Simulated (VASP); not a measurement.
# Au (P6_3/mmc) in VASP: a series of runs

Au is run at these levels: PBEsol; tasks: single point.

All numbers are computed with VASP 6.6.1; they aren't measurements. Logs are shortened: lines on timing, memory, paths and dates and some standing lists are left out, and cuts for length are marked.

## (1) The cell of the first run

It takes space group P6_3/mmc (No. 194, hexagonal). The conventional cell has a = 2.864 Å, b = 2.864 Å, c = 4.790 Å, α = 90.00°, β = 90.00°, γ = 120.00°. Within 3.8 Å of Au (site symmetry -6m2) lie 12 Au at 2.86 to 2.91 Å.

## (2) Single point, PBEsol

File INCAR:

```
  PREC = Accurate
  ENCUT = 520
  EDIFF = 1E-6
  ISMEAR = -1
  SIGMA = 0.1
  LREAL = F
  LASPH = T
  NELM = 80
  ALGO = Normal
  ISIF = 2
  LWAVE = F
  LCHARG = F
  GGA = PS
  NBANDS = 18
```

File KPOINTS:

```
regular mesh
0
Gamma
  13 13 7
```

File POSCAR:

```
Au
1.0
    2.8644931134      0.0000000000      0.0000000000
   -1.4322465567      2.4807238052      0.0000000000
    0.0000000000      0.0000000000      4.7899162086
Au
2
Direct
    0.3333333333      0.6666666667      0.2500000000
    0.6666666667      0.3333333333      0.7500000000
```

Potentials or basis: VASP PAW PBE potentials, release 64 (Au).

Started as:

```console
$ cat potpaw_PBE.64/Au/POTCAR > POTCAR
$ mpirun -np 1 vasp_std > vasp.out
```

OUTCAR:

```text
PREC = Accurate
   ENCUT = 520
   EDIFF = 1E-6
   ISMEAR = -1
   LREAL = F
   LASPH = T
   NELM = 80
   ISIF = 2
   GGA = PS

 ion  position               nearest neighbor table
   1  0.333  0.667  0.250-   2 2.91   2 2.91   2 2.91   2 2.91   2 2.91   2 2.91
   2  0.667  0.333  0.750-   1 2.91   1 2.91   1 2.91   1 2.91   1 2.91   1 2.91

  LATTYP: Found a hexagonal cell.
 ALAT       =     2.8644931134
 C/A-ratio  =     1.6721688686

  Lattice vectors:

 A1 = (   2.8644931134,   0.0000000000,   0.0000000000)
 A2 = (  -1.4322465567,   2.4807238052,   0.0000000000)
 A3 = (   0.0000000000,   0.0000000000,   4.7899162086)

Analysis of symmetry for initial positions (statically):
=====================================================================
 Subroutine PRICEL returns:
 Original cell was already a primitive cell.

 Routine SETGRP: Setting up the symmetry group for a
 hexagonal supercell.

 Subroutine GETGRP returns: Found 24 space group operations
 (whereof 12 operations were pure point group operations)
 out of a pool of 24 trial point group operations.

The static configuration has the point symmetry D_3d.
 The point group associated with its full space group is D_6h.

Analysis of symmetry for dynamics (positions and initial velocities):
=====================================================================
 Subroutine PRICEL returns:
 Original cell was already a primitive cell.

 Routine SETGRP: Setting up the symmetry group for a
 hexagonal supercell.

 Subroutine GETGRP returns: Found 24 space group operations
 (whereof 12 operations were pure point group operations)
 out of a pool of 24 trial point group operations.

The dynamic configuration has the point symmetry D_3d.
 The point group associated with its full space group is D_6h.

 Subroutine INISYM returns: Found 24 space group operations
 (whereof 12 operations are pure point group operations),
 and found     1 'primitive' translations

----------------------------------------------------------------------------------------

                                     Primitive cell

  volume of cell :      34.0372

  direct lattice vectors                    reciprocal lattice vectors
     2.864493113  0.000000000  0.000000000     0.349101904  0.201554078  0.000000000
    -1.432246557  2.480723805  0.000000000     0.000000000  0.403108157  0.000000000
     0.000000000  0.000000000  4.789916209     0.000000000  0.000000000  0.208771919

  length of vectors
     2.864493113  2.864493113  4.789916209     0.403108157  0.403108157  0.208771919

  position of ions in fractional coordinates (direct lattice)
     0.333333333  0.666666667  0.250000000
     0.666666667  0.333333333  0.750000000

  ion indices of the primitive-cell ions
   primitive index   ion index
                 1           1
                 2           2

----------------------------------------------------------------------------------------

 KPOINTS: regular mesh

Automatic generation of k-mesh.
 Grid dimensions read from file:
 generate k-points for:   13   13    7

 Generating k-lattice:

  Cartesian coordinates                     Fractional coordinates (reciprocal lattice)
     0.026853993  0.015504160  0.000000000     0.076923077  0.000000000  0.000000000
     0.000000000  0.031008320  0.000000000     0.000000000  0.076923077  0.000000000
     0.000000000  0.000000000  0.029824560     0.000000000  0.000000000  0.142857143

  Length of vectors
     0.031008320  0.031008320  0.029824560

  Shift w.r.t. Gamma in fractional coordinates (k-lattice)
     0.000000000  0.000000000  0.000000000

 Subroutine IBZKPT returns following result:
 ===========================================

 Found     84 irreducible k-points:

 Following reciprocal coordinates:
            Coordinates               Weight
  0.000000  0.000000  0.000000      1.000000
  0.076923  0.000000  0.000000      6.000000
  0.153846 -0.000000  0.000000      6.000000
  0.230769  0.000000  0.000000      6.000000
  0.307692 -0.000000  0.000000      6.000000
  0.384615  0.000000  0.000000      6.000000
[... 16 lines left out ...]
  0.076923  0.000000  0.142857     12.000000
  0.153846 -0.000000  0.142857     12.000000
 [... further k-points ...]
   k-points           NKPTS =     84   k-points in BZ     NKDIM =     84   number of bands    NBANDS=     18
   number of dos      NEDOS =    301   number of ions     NIONS =      2
   total plane-waves  NPLWV =  20736
   dimension x,y,z NGX =    24 NGY =   24 NGZ =   36
   dimension x,y,z NGXF=    48 NGYF=   48 NGZF=   72
   ions per type =               2
   NGX,Y,Z   is equivalent  to a cutoff of  13.93, 13.93, 12.49 a.u.
   NGXF,Y,Z  is equivalent  to a cutoff of  27.86, 27.86, 24.99 a.u.
 SYSTEM =  unknown system
   PREC   = accura    normal or accurate (medium, high low for compatibility)
   ISTART =      0    job   : 0-new  1-cont  2-samecut
   ICHARG =      2    charge: 1-file 2-atom 10-const
   ISPIN  =      1    spin polarized calculation?
   LNONCOLLINEAR =      F non collinear calculations
   LSORBIT =      F    spin-orbit coupling
   LASPH  =      T    aspherical Exc in radial PAW
   ENCUT  =  520.0 eV  38.22 Ry    6.18 a.u.   5.33  5.33  8.91*2*pi/ulx,y,z
   NELM   =     80;   NELMIN=  2; NELMDL= -5     # of ELM steps
   EDIFF  = 0.1E-05   stopping-criterion for ELM
   LREAL  =      F    real-space projection
   EDIFFG = 0.1E-04   stopping-criterion for IOM
   NSW    =      0    number of steps for IOM
   IBRION =     -1    ionic relax: 0-MD 1-quasi-New 2-CG
   NFREE  =      0    steps in history (QN), initial steepest desc. (CG)
   ISIF   =      2    stress and relaxation
   ISYM   =      2    0-nonsym 1-usesym 2-fastsym
   POTIM  = 0.5000    time-step for ionic-motion
   TEBEG  =    0.0;   TEEND  =   0.0 temperature during run
   PSTRESS=    0.0 pullay stress
   NELECT =      22.0000    total number of electrons
   NUPDOWN=      -1.0000    fix difference up-down
   EMIN   =  10.00;   EMAX   =-10.00  energy-range for DOS
   EFERMI =   0.00;   METHOD = LEGACY
   ISMEAR =    -1;   SIGMA  =   0.10  broadening in eV -4-tet -1-fermi 0-gaus
   EFERMI_NEDOS =   21; number of points for ismear=-14 and -15
   IALGO  =     38    algorithm
   IMIX   =      4    mixing-type and parameters
     AMIX     =   0.40;   BMIX     =  1.00
     AMIX_MAG =   1.60;   BMIX_MAG =  1.00
  volume/ion in A,a.u.               =      17.02       114.85
  Fermi-wavevector in a.u.,A,eV,Ry     =   1.415460  2.674832 27.259651  2.003528
  Thomas-Fermi vector in A             =   2.536896
   LORBIT       =      0    0 simple, 1 ext, 2 COOP (PROOUT), +10 PAW based schemes
   GGA     = PS    functional components
   LHFCALC =     F    Hartree Fock is set to
   AEXX    =    0.0000 exact exchange contribution
   IVDW    =     0    specifies the selected vdW correction
   LEPSILON=     F    determine dielectric tensor
   LRPA    =     F    only Hartree local field effects (RPA)
 non-spin polarized calculation
  energy-cutoff  :      520.00
  volume of cell :       34.04
 maximum number of plane-waves:       935
 NGX is ok and might be reduce to    24
   NGX = 11   NGY = 11   NGZ = 17

 number of electron      22.0000004 magnetization

 Free energy of the ion-electron system (eV)
  ---------------------------------------------------
  ext. energy  EPLUGINS =         0.00000000
  ---------------------------------------------------
  free energy    TOTEN  =        -7.85771992 eV

  energy without entropy =       -7.84389462  energy(sigma->0) =       -7.85080727

 E-fermi :   9.1911     XC(G=0): -12.8928

 val. band max:        9.1766633886   @ k =   0.1538   0.1538   0.2857
 cond. band min:       9.2400094163   @ k =   0.2308   0.0769   0.2857
 fundamental gap:      0.0633460277
 Fermi energy:         9.1910921431

 k-point     1 :       0.0000    0.0000    0.0000
  band No.  band energies     occupation
      1      -0.6360      2.00000
      2       1.8761      2.00000
      3       4.4533      2.00000
      4       4.7187      2.00000
      5       4.7187      2.00000
      6       5.0397      2.00000
[... 10 lines left out ...]
     17      27.7265      0.00000
     18      27.7265      0.00000

 k-point     2 :       0.0769    0.0000    0.0000
  band No.  band energies     occupation
      1      -0.4486      2.00000
      2       2.0311      2.00000
      3       4.3751      2.00000
      4       4.7817      2.00000
      5       4.8448      2.00000
      6       4.9749      2.00000
[... 10 lines left out ...]
     17      26.7606      0.00000
     18      27.1083      0.00000

 k-point     3 :       0.1538   -0.0000    0.0000
  band No.  band energies     occupation
      1       0.0893      2.00000
      2       2.4326      2.00000
      3       4.1856      2.00000
      4       4.7446      2.00000
      5       4.9985      2.00000
      6       5.0828      2.00000
[... 10 lines left out ...]
     17      25.8741      0.00000
     18      26.8756      0.00000

 k-point     4 :       0.2308    0.0000    0.0000
  band No.  band energies     occupation
      1       0.8860      2.00000
      2       2.8013      2.00000
      3       4.1454      2.00000
      4       4.2436      2.00000
      5       4.5726      2.00000
      6       5.2084      2.00000
[... 375 lines left out ...]
      4       4.6789      2.00000
      5       4.6789      2.00000
      6       4.9878      2.00000
[... 10 lines left out ...]
     17      27.5064      0.00000
     18      27.5064      0.00000

 k-point    23 :       0.0769    0.0000    0.1429
  band No.  band energies     occupation
      1      -0.2803      2.00000
      2       2.0256      2.00000
      3       4.3691      2.00000
      4       4.6777      2.00000
      5       4.7956      2.00000
      6       4.8935      2.00000
[... 10 lines left out ...]
     17      26.5966      0.00000
     18      26.7418      0.00000

 k-point    24 :       0.1538   -0.0000    0.1429
  band No.  band energies     occupation
      1       0.2494      2.00000
      2       2.4448      2.00000
      3       4.2125      2.00000
      4       4.5964      2.00000
      5       4.6937      2.00000
      6       5.0993      2.00000
[... 10 lines left out ...]
     17      25.8428      0.00000
     18      26.4150      0.00000

 [... further k-points ...]

------------------------ aborting loop because EDIFF is reached ----------------------------------------

  FORCE on cell =-STRESS in cart. coord.  units (eV):
  Direction    XX          YY          ZZ          XY          YZ          ZX
  --------------------------------------------------------------------------------------
  -------------------------------------------------------------------------------------
  Total       -0.0620784     -0.0620784     -0.0655289      0.0000000     -0.0000000      0.0000000
  in kB       -2.9221132     -2.9221132     -3.0845338      0.0000000     -0.0000000      0.0000000
  external PRESSURE =      -2.9762534 kB  Pullay stress =       0.0000000 kB

 VOLUME and BASIS-vectors are now :
 -----------------------------------------------------------------------------
  energy-cutoff  :      520.00
  volume of cell :       34.04
      direct lattice vectors                 reciprocal lattice vectors
     2.864493113  0.000000000  0.000000000     0.349101904  0.201554078  0.000000000
    -1.432246557  2.480723805  0.000000000     0.000000000  0.403108157  0.000000000
     0.000000000  0.000000000  4.789916209     0.000000000  0.000000000  0.208771919

 POSITION                                       TOTAL-FORCE (eV/Angst)
 -----------------------------------------------------------------------------------
     -0.00000      1.65382      1.19748        -0.000000      0.000000      0.000000
      1.43225      0.82691      3.59244         0.000000     -0.000000      0.000000
 -----------------------------------------------------------------------------------
    total drift:                                0.000000     -0.000000      0.000000

  FREE ENERGIE OF THE ION-ELECTRON SYSTEM (eV)
  ---------------------------------------------------
  free  energy   TOTEN  =        -7.8577199220 eV

  energy  without entropy=       -7.8438946168  energy(sigma->0) =       -7.85080727
```

It took 13 s on 1 thread of Intel Xeon 6975P-C (Granite Rapids), shared host; peak memory 0.18 GiB.

Results:

```yaml
Free_energy: -7.8577 eV
Pressure: -0.3 GPa
Band_gap_on_the_k_mesh: zero (band 11 reaches 12.31 eV, above the bottom of band 12 at 6.79 eV)
```

Caveat: the PAW data sets were made with another functional, which shifts forces and pressure a little; spin-orbit coupling is left out, which moves the levels of the heavy elements.

(Part 1 of 2 ends here.)
